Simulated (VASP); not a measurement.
A run of VASP 6.6.1 is set up as follows.

File INCAR:

```
PREC = Accurate
ENCUT = 600
EDIFF = 1E-6
ISMEAR = 0
SIGMA = 0.1
LREAL = F
LASPH = T
NELM = 100
ALGO = Normal
ISIF = 3
LWAVE = F
LCHARG = F
GGA = PE
IBRION = 2
NSW = 100
EDIFFG = -0.01
```

KPOINTS

```
Automatic mesh
0
Gamma
  10 10 6
```

The input POSCAR:

```
SrMgB5
1.0
    4.2471336795      0.0000000000      0.0000000000
    0.0000000000      4.2471336795      0.0000000000
    0.0000000000      0.0000000000      5.9462375472
Sr Mg B
1 1 5
Direct
    0.0000000000      0.0000000000      0.0000000000
    0.0000000000      0.0000000000      0.5000000000
    0.0000000000      0.5000000000      0.3617645503
    0.5000000000      0.0000000000      0.3617645503
    0.0000000000      0.5000000000      0.6382354497
    0.5000000000      0.0000000000      0.6382354497
    0.5000000000      0.5000000000      0.0000000000
```

Potentials or basis: VASP PAW PBE potentials, release 64 (Sr_sv, Mg, B).

Run with:

```sh
$ cat potpaw_PBE.64/Sr_sv/POTCAR potpaw_PBE.64/Mg/POTCAR potpaw_PBE.64/B/POTCAR > POTCAR
$ mpirun -np 1 vasp_std > vasp.out
```

Question: Predict the relaxed cell.

Answer: a = 4.254 Å, b = 4.254 Å, c = 5.953 Å, α = 90.00°, β = 90.00°, γ = 90.00°.

Question: Estimate the relaxed volume.

Answer: 15.39 Å³/atom.

Question: Estimate the space group after relaxing (to 0.05 Å).

Answer: P4/mmm (No. 123).

Final structure:
```
Sr Mg B
1.0
     4.25447    0.00000    0.00000
     0.00000    4.25447    0.00000
     0.00000    0.00000    5.95273
Sr Mg B
1 1 5
Direct
  0.00000 0.00000 0.00000
  0.00000 0.00000 0.50000
  0.00000 0.50000 0.36206
  0.50000 0.00000 0.36206
  0.00000 0.50000 0.63794
  0.50000 0.00000 0.63794
  0.50000 0.50000 0.00000
```
